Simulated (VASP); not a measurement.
# PbS (R3m) in VASP: further runs

The runs below take PbS through relaxation of cell and atoms, single point, with PBE+D4, r2SCAN, r2SCAN+rVV10.

All numbers are computed with VASP 6.6.1; they aren't measurements. Logs are shortened: lines on timing, memory, paths and dates and some standing lists are left out, and cuts for length are marked.

### Step 1. The cell of the first run

The structure is trigonal, space group R3m (No. 160). The conventional cell has a = 4.195 Å, b = 4.195 Å, c = 10.277 Å, α = 90.00°, β = 90.00°, γ = 120.00°. Pb (site symmetry 3m) has 6 S at 2.96 to 2.97 Å within 3.9 Å. Within 3.9 Å of S (site symmetry 3m) lie 6 Pb at 2.96 to 2.97 Å.

### Step 2. Relaxation of cell and atoms, PBE+D4

Contents of INCAR:

```
PREC     = Accurate       # precision mode
ENCUT    = 600            # plane-wave cutoff, eV
EDIFF    = 1E-6           # SCF threshold, eV
ISMEAR   = -1             # smearing method
SIGMA    = 0.02           # smearing width, eV
LREAL    = False          # projectors in reciprocal space
LASPH    = True           # aspherical terms in the spheres
NELM     = 60             # most SCF steps
ALGO     = Normal         # electronic algorithm
ISIF     = 3              # what is computed and relaxed
LWAVE    = False          # write WAVECAR
LCHARG   = False          # write CHGCAR
GGA      = PE             # functional
IVDW     = 13             # dispersion correction
IBRION   = 2              # ionic algorithm
NSW      = 80             # ionic steps
EDIFFG   = -0.005         # ionic threshold
```

Contents of KPOINTS:

```
Automatic mesh
0
Gamma
  6 6 6
```

Contents of POSCAR:

```
PbS
1.0
    2.0976721164      1.2110915611      3.4256367554
   -2.0976721164      1.2110915611      3.4256367554
    0.0000000000     -2.4221831222      3.4256367554
Pb S
1 1
Direct
    0.9781759966      0.9781759966      0.9781759966
    0.4774253334      0.4774253334      0.4774253334
```

Potentials or basis: VASP PAW PBE potentials, release 64 (Pb_d, S).

Started as:

```
> cat potpaw_PBE.64/Pb_d/POTCAR potpaw_PBE.64/S/POTCAR > POTCAR
> mpirun -np 1 vasp_std > vasp.out
```

OUTCAR:

```text
PREC = Accurate
   ENCUT = 600
   EDIFF = 1E-6
   ISMEAR = -1
   LREAL = False
   LASPH = True
   NELM = 60
   ISIF = 3
   GGA = PE
   IVDW = 13
   IBRION = 2
   NSW = 80
   EDIFFG = -0.005

 ion  position               nearest neighbor table
   1  0.978  0.978  0.978-   2 2.96   2 2.96   2 2.96   2 2.97   2 2.97   2 2.97
   2  0.477  0.477  0.477-   1 2.96   1 2.96   1 2.96   1 2.97   1 2.97   1 2.97

  LATTYP: Found a trigonal (rhomboedric) cell.
 ALAT       =     4.1954687768
 COS(alpha) =     0.5000296849

  Lattice vectors:

 A1 = (   2.0976721164,   1.2110915611,   3.4256367554)
 A2 = (  -2.0976721164,   1.2110915611,   3.4256367554)
 A3 = (   0.0000000000,  -2.4221831222,   3.4256367554)

Analysis of symmetry for initial positions (statically):
=====================================================================
 Subroutine PRICEL returns:
 Original cell was already a primitive cell.

 Routine SETGRP: Setting up the symmetry group for a
 trigonal (rhombohedral) supercell.

 Subroutine GETGRP returns: Found  6 space group operations
 (whereof  6 operations were pure point group operations)
 out of a pool of 12 trial point group operations.

The static configuration has the point symmetry C_3v.

Analysis of symmetry for dynamics (positions and initial velocities):
=====================================================================
 Subroutine PRICEL returns:
 Original cell was already a primitive cell.

 Routine SETGRP: Setting up the symmetry group for a
 trigonal (rhombohedral) supercell.

 Subroutine GETGRP returns: Found  6 space group operations
 (whereof  6 operations were pure point group operations)
 out of a pool of 12 trial point group operations.

The dynamic configuration has the point symmetry C_3v.

 Subroutine INISYM returns: Found  6 space group operations
 (whereof  6 operations are pure point group operations),
 and found     1 'primitive' translations

----------------------------------------------------------------------------------------

                                     Primitive cell

  volume of cell :      52.2164

  direct lattice vectors                    reciprocal lattice vectors
     2.097672116  1.211091561  3.425636755     0.238359463  0.137616900  0.097305511
    -2.097672116  1.211091561  3.425636755    -0.238359463  0.137616900  0.097305511
     0.000000000 -2.422183122  3.425636755     0.000000000 -0.275233801  0.097305511

  length of vectors
     4.195468777  4.195468777  4.195468777     0.291928086  0.291928086  0.291928086

  position of ions in fractional coordinates (direct lattice)
     0.978175997  0.978175997  0.978175997
     0.477425333  0.477425333  0.477425333

  ion indices of the primitive-cell ions
   primitive index   ion index
                 1           1
                 2           2

----------------------------------------------------------------------------------------

 KPOINTS: Automatic mesh

Automatic generation of k-mesh.
 Grid dimensions read from file:
 generate k-points for:    6    6    6

 Generating k-lattice:

  Cartesian coordinates                     Fractional coordinates (reciprocal lattice)
     0.039726577  0.022936150  0.016217585     0.166666667 -0.000000000  0.000000000
    -0.039726577  0.022936150  0.016217585    -0.000000000  0.166666667  0.000000000
     0.000000000 -0.045872300  0.016217585     0.000000000  0.000000000  0.166666667

  Length of vectors
     0.048654681  0.048654681  0.048654681

  Shift w.r.t. Gamma in fractional coordinates (k-lattice)
     0.000000000  0.000000000  0.000000000

 Subroutine IBZKPT returns following result:
 ===========================================

 Found     32 irreducible k-points:

 Following reciprocal coordinates:
            Coordinates               Weight
[... 59 lines left out ...]
   EFERMI_NEDOS =   21; number of points for ismear=-14 and -15
   IALGO  =     38    algorithm
   IMIX   =      4    mixing-type and parameters
     AMIX     =   0.40;   BMIX     =  1.00
     AMIX_MAG =   1.60;   BMIX_MAG =  1.00
  volume/ion in A,a.u.               =      26.11       176.19
  Fermi-wavevector in a.u.,A,eV,Ry     =   1.188910  2.246715 19.231942  1.413508
  Thomas-Fermi vector in A             =   2.325029
   LORBIT       =      0    0 simple, 1 ext, 2 COOP (PROOUT), +10 PAW based schemes
   GGA     = PE    functional components
   LHFCALC =     F    Hartree Fock is set to
   AEXX    =    0.0000 exact exchange contribution
   IVDW    =    13    specifies the selected vdW correction
   LEPSILON=     F    determine dielectric tensor
   LRPA    =     F    only Hartree local field effects (RPA)
 conjugate gradient relaxation of ions
 non-spin polarized calculation
  energy-cutoff  :      600.00
  volume of cell :       52.22
 maximum number of plane-waves:      1807
 NGX is ok and might be reduce to    36
   NGX = 17   NGY = 17   NGZ = 17

--------------------------------------- Ionic step        1  -------------------------------------------

 number of electron      19.9999999 magnetization

 Free energy of the ion-electron system (eV)
  ---------------------------------------------------
  ext. energy  EPLUGINS =         0.00000000
  ---------------------------------------------------
  free energy    TOTEN  =        -8.75841776 eV

  energy without entropy =       -8.75841628  energy(sigma->0) =       -8.75841702

------------------------ aborting loop because EDIFF is reached ----------------------------------------

  DFT-D4 for vdW energy calculation

  Edisp (eV):   -0.75633

  FORCE on cell =-STRESS in cart. coord.  units (eV):
  Direction    XX          YY          ZZ          XY          YZ          ZX
  --------------------------------------------------------------------------------------
  -------------------------------------------------------------------------------------
  Total       0.01080     0.01080     0.01036     0.00000     0.00000     0.00000
  in kB       0.33152     0.33152     0.31774     0.00000     0.00000     0.00000
  external pressure =        0.33 kB  Pullay stress =        0.00 kB

 VOLUME and BASIS-vectors are now :
 -----------------------------------------------------------------------------
  energy-cutoff  :      600.00
  volume of cell :       52.22
      direct lattice vectors                 reciprocal lattice vectors
     2.097672116  1.211091561  3.425636755     0.238359463  0.137616900  0.097305511
    -2.097672116  1.211091561  3.425636755    -0.238359463  0.137616900  0.097305511
     0.000000000 -2.422183122  3.425636755     0.000000000 -0.275233801  0.097305511

 POSITION                                       TOTAL-FORCE (eV/Angst)
 -----------------------------------------------------------------------------------
      0.00000      0.00000     10.05263         0.000000     -0.000000     -0.002075
      0.00000      0.00000      4.90646         0.000000      0.000000      0.002075
 -----------------------------------------------------------------------------------
    total drift:                               -0.000000     -0.000000     -0.000102

  FREE ENERGIE OF THE ION-ELECTRON SYSTEM (eV)
  ---------------------------------------------------
  free  energy   TOTEN  =        -9.5147493292 eV

  energy  without entropy=       -9.5147478493  energy(sigma->0) =       -9.51474859

--------------------------------------- Ionic step        2  -------------------------------------------

 number of electron      19.9999999 magnetization

 Free energy of the ion-electron system (eV)
  ---------------------------------------------------
  ext. energy  EPLUGINS =         0.00000000
  ---------------------------------------------------
  free energy    TOTEN  =        -8.75894925 eV

  energy without entropy =       -8.75894787  energy(sigma->0) =       -8.75894856

 E-fermi :   5.9832     XC(G=0):  -9.6755

 val. band max:        5.7971979292   @ k =   0.5000   0.0000   0.0000
 cond. band min:       6.1690621461   @ k =   0.5000   0.0000   0.0000
 fundamental gap:      0.3718642168
 Fermi energy:         5.9831646482

 k-point     1 :       0.0000    0.0000    0.0000
  band No.  band energies     occupation
      1     -11.0206      2.00000
      2     -11.0206      2.00000
      3     -11.0206      2.00000
      4     -11.0043      2.00000
      5     -11.0043      2.00000
      6      -7.7841      2.00000
      7      -0.2392      2.00000
      8       3.6331      2.00000
      9       3.6332      2.00000
     10       3.6332      2.00000
     11      11.0085      0.00000
     12      11.0090      0.00000
     13      11.0090      0.00000
     14      12.5350      0.00000
[... 377 lines left out ...]
      1     -11.1263      2.00000
      2     -11.0254      2.00000
      3     -10.9951      2.00000
      4     -10.9825      2.00000
      5     -10.9600      2.00000
      6      -6.0899      2.00000
      7      -1.9852      2.00000
      8       0.9817      2.00000
      9       1.8394      2.00000
     10       3.9995      2.00000
     11       8.9643      0.00000
     12      10.0608      0.00000
     13      10.8977      0.00000
     14      12.6741      0.00000

 [... further k-points ...]

------------------------ aborting loop because EDIFF is reached ----------------------------------------

  DFT-D4 for vdW energy calculation

  Edisp (eV):   -0.75581

  FORCE on cell =-STRESS in cart. coord.  units (eV):
  Direction    XX          YY          ZZ          XY          YZ          ZX
  --------------------------------------------------------------------------------------
  -------------------------------------------------------------------------------------
  Total       0.00853     0.00853     0.00799     0.00000     0.00000     0.00000
  in kB       0.26146     0.26146     0.24486     0.00000     0.00000     0.00000
  external pressure =        0.26 kB  Pullay stress =        0.00 kB

 VOLUME and BASIS-vectors are now :
 -----------------------------------------------------------------------------
  energy-cutoff  :      600.00
  volume of cell :       52.26
      direct lattice vectors                 reciprocal lattice vectors
     2.098218810  1.211407195  3.426492430     0.238297358  0.137581044  0.097281211
    -2.098218810  1.211407195  3.426492430    -0.238297358  0.137581044  0.097281211
     0.000000000 -2.422814390  3.426492430     0.000000000 -0.275162088  0.097281211

 POSITION                                       TOTAL-FORCE (eV/Angst)
 -----------------------------------------------------------------------------------
      0.00000      0.00000     10.05504         0.000000     -0.000000     -0.001394
      0.00000      0.00000      4.90778         0.000000      0.000000      0.001394
 -----------------------------------------------------------------------------------
    total drift:                               -0.000000     -0.000000      0.001037

  FREE ENERGIE OF THE ION-ELECTRON SYSTEM (eV)
  ---------------------------------------------------
  free  energy   TOTEN  =        -9.5147562582 eV

  energy  without entropy=       -9.5147548709  energy(sigma->0) =       -9.51475556

 reached required accuracy - stopping structural energy minimisation
```

It took 35 s on 1 thread of Intel Xeon Platinum 8259CL at 2.50GHz (Skylake/Cascade Lake), shared host; peak memory 0.22 GiB.

Results:

```
Free energy                           : -9.5148 eV
Relaxed volume                        : 26.13 Å³/atom
Relaxed cell                          : a = 4.197 Å, b = 4.197 Å, c = 4.197 Å, α = 60.00°, β = 60.00°, γ = 60.00°
Space group after relaxing (to 0.1 Å) : Fm-3m (No. 225)
Energy gained by relaxing             : 0.0 meV/atom
Ionic steps                           : 2
Pressure after relaxing               : 0.0 GPa
Band gap on the k mesh                : 0.37 eV
Dispersion energy per atom            : -0.378 eV
```

Final structure:
```xyz
2
Lattice="2.0982 1.2114 3.4265 -2.0982 1.2114 3.4265 0.0000 -2.4228 3.4265" Properties=species:S:1:pos:R:3 pbc="T T T"
Pb    0.0000    0.0000   10.0550
S     0.0000    0.0000    4.9078
```

Caveat: spin-orbit coupling is left out, which moves the levels of the heavy elements.

### Step 3. Single point, r2SCAN

This run uses another cell than the first one, of 26.21 Å³/atom.

Contents of POSCAR:

```
PbS
1.0
    2.1005109211      1.2127305457      3.4301899190
   -2.1005109211      1.2127305457      3.4301899190
    0.0000000000     -2.4254610915      3.4301899190
Pb S
1 1
Direct
    0.9781436725      0.9781436725      0.9781436725
    0.4774576575      0.4774576575      0.4774576575
```

Contents of INCAR.step1:

```
ALGO = Normal ; EDIFF = 1E-4
ENCUT = 520 ; GGA = PE
ISMEAR = 0 ; LASPH = T
LCHARG = F ; LREAL = F
LWAVE = T ; NBANDS = 17
NELM = 80 ; PREC = Accurate
SIGMA = 0.01
```

Contents of INCAR.step2:

```
ALGO = Normal ; EDIFF = 1E-6
ENCUT = 520 ; ISIF = 2
ISMEAR = 0 ; ISTART = 1
LASPH = T ; LCHARG = T
LELF = T ; LMIXTAU = T
LREAL = F ; LVHAR = T
LWAVE = F ; METAGGA = R2SCAN
NBANDS = 17 ; NELM = 80
PREC = Accurate ; SIGMA = 0.01
```

Contents of KPOINTS:

```
k-points
0
Gamma
  8 8 8
```

Potentials or basis: VASP PAW PBE potentials, release 64 (Pb_d, S).

Started as:

```
> cat potpaw_PBE.64/Pb_d/POTCAR potpaw_PBE.64/S/POTCAR > POTCAR
> cp INCAR.step1 INCAR
> mpirun -np 1 vasp_std > vasp.out
> cp INCAR.step2 INCAR
> mpirun -np 1 vasp_std > vasp.out
```

It took 2.8 min on 1 thread of Intel Xeon Platinum 8259CL at 2.50GHz (Skylake/Cascade Lake), shared host; peak memory 0.22 GiB.

The run converged. Its results:

| Property | Result |
| --- | --- |
| Free energy | -65.6092 eV |
| Pressure | 1.0 GPa |
| Band gap on the k mesh | 0.64 eV |

Forces in eV/Å, atoms in the order of the input:
```
Pb   0.000  0.000 -0.002
S    0.000  0.000  0.002
```

Levels at points of the mesh, in eV from the valence-band top:
```csv
k point,band 8,band 9,band 10,band 11,band 12,band 13
"(0.00, 0.00, 0.00)",-2.31,-2.31,-2.31,5.54,5.54,5.54
"(0.50, 0.00, 0.00)",-1.91,-1.91,0.00,0.64,2.19,2.19
"(0.50, 0.50, 0.50)",-1.91,-1.91,0.00,0.64,2.19,2.19
"(0.50, 0.50, 0.00)",-5.34,-3.58,-3.58,4.17,5.99,6.07
```

Caveat: the PAW data sets were made with another functional, which shifts forces and pressure a little; spin-orbit coupling is left out, which moves the levels of the heavy elements. A k mesh can miss the band edges.

### Step 4. Relaxation of cell and atoms, r2SCAN+rVV10

Contents of POSCAR:

```
PbS
1.0
    2.0976721164      1.2110915611      3.4256367554
   -2.0976721164      1.2110915611      3.4256367554
    0.0000000000     -2.4221831222      3.4256367554
Pb S
1 1
Direct
    0.9781759966      0.9781759966      0.9781759966
    0.4774253334      0.4774253334      0.4774253334
```

Contents of INCAR.step1:

```
  ALGO = Normal
  EDIFF = 1E-4
  ENCUT = 600
  GGA = PE
  ISMEAR = -1
  LASPH = True
  LCHARG = False
  LREAL = False
  LWAVE = True
  NELM = 80
  PREC = Accurate
  SIGMA = 0.02
```

Contents of INCAR.step2:

```
  ALGO = Normal
  BPARAM = 11.95
  CPARAM = 0.0093
  EDIFF = 1E-6
  EDIFFG = -0.005
  ENCUT = 600
  IBRION = 2
  ISIF = 3
  ISMEAR = -1
  ISTART = 1
  IVDW_NL = 2
  LASPH = True
  LCHARG = False
  LMIXTAU = True
  LREAL = False
  LUSE_VDW = True
  LWAVE = False
  METAGGA = R2SCAN
  NELM = 80
  NSW = 80
  PREC = Accurate
  SIGMA = 0.02
```

Contents of KPOINTS:

```
k-points
0
Gamma
  6 6 6
```

Started as:

```
> cat potpaw_PBE.64/Pb_d/POTCAR potpaw_PBE.64/S/POTCAR > POTCAR
> cp INCAR.step1 INCAR
> mpirun -np 1 vasp_std > vasp.out
> cp INCAR.step2 INCAR
> mpirun -np 1 vasp_std > vasp.out
```

It took 8.3 min on 1 thread of Intel Xeon Platinum 8259CL at 2.50GHz (Skylake/Cascade Lake), shared host; peak memory 0.41 GiB.

It converged, with:

* Free energy: -65.1082 eV
* Relaxed volume: 26.28 Å³/atom
* Relaxed cell: a = 4.205 Å, b = 4.205 Å, c = 4.205 Å, α = 60.00°, β = 60.00°, γ = 60.00°
* Space group after relaxing (to 0.1 Å): Fm-3m (No. 225)
* Energy gained by relaxing: 0.2 meV/atom
* Ionic steps: 3
* Pressure after relaxing: 0.0 GPa
* Band gap on the k mesh: 0.61 eV

Forces on the atoms (eV/Å):
```
Pb   0.000  0.000 -0.002
S    0.000  0.000  0.002
```

The path:
| step | energy change (eV) | largest force (eV/Å) | pressure (GPa) | volume (Å³) |
| --- | --- | --- | --- | --- |
| 1 | 0.0000 | 0.0026 | 0.40 | 52.22 |
| 2 | -0.0004 | 0.0019 | -0.18 | 52.72 |
| 3 | -0.0004 | 0.0022 | -0.01 | 52.56 |

Final structure:
```
CELL_PARAMETERS angstrom
2.10230 1.21376 3.43317
-2.10230 1.21376 3.43317
0.00000 -2.42753 3.43317
ATOMIC_POSITIONS crystal
Pb 0.97817 0.97817 0.97817
S 0.47743 0.47743 0.47743
```

Levels at points of the mesh, in eV from the valence-band top:
| k point | band 8 | band 9 | band 10 | band 11 | band 12 | band 13 |
| --- | --- | --- | --- | --- | --- | --- |
| (0.00, 0.00, 0.00) | -2.30 | -2.30 | -2.30 | 5.53 | 5.53 | 5.53 |
| (0.50, 0.00, 0.00) | -1.90 | -1.90 | 0.00 | 0.61 | 2.19 | 2.19 |
| (0.50, 0.50, 0.00) | -5.34 | -3.57 | -3.57 | 4.11 | 5.96 | 6.05 |
| (0.50, 0.50, 0.50) | -1.90 | -1.90 | 0.00 | 0.61 | 2.19 | 2.19 |

Caveat: the PAW data sets were made with another functional, which shifts forces and pressure a little; spin-orbit coupling is left out, which moves the levels of the heavy elements.

### Step 5. Overview

| task | level | cell | k mesh | cutoff (eV) | smearing | gap on the mesh (eV) | pressure (GPa) | relaxed volume (Å³/atom) |
| --- | --- | --- | --- | --- | --- | --- | --- | --- |
| relaxation of cell and atoms | PBE+D4 | relaxed from a = 4.195 Å, angles 60.0°, 2 atoms, atomic positions A | 6 × 6 × 6 | 600 | fermi-dirac 0.02 eV | 0.37 | 0.0 | 26.13 |
| single point | r2SCAN | a = 4.201 Å, angles 60.0°, 2 atoms, atomic positions B | 8 × 8 × 8 | 520 | gaussian 0.01 eV | 0.64 | 1.0 | - |
| relaxation of cell and atoms | r2SCAN+rVV10 | relaxed from a = 4.195 Å, angles 60.0°, 2 atoms, atomic positions A | 6 × 6 × 6 | 600 | fermi-dirac 0.02 eV | 0.61 | 0.0 | 26.28 |

Alike in all rows: potentials or basis VASP PAW PBE potentials, release 64 (Pb_d, S); no spin polarisation.

Caveats: spin-orbit coupling is left out, which moves the levels of the heavy elements; the PAW data sets were made with another functional, which shifts forces and pressure a little (at least some runs).

Absolute energies hang on the potentials; compare differences alone.
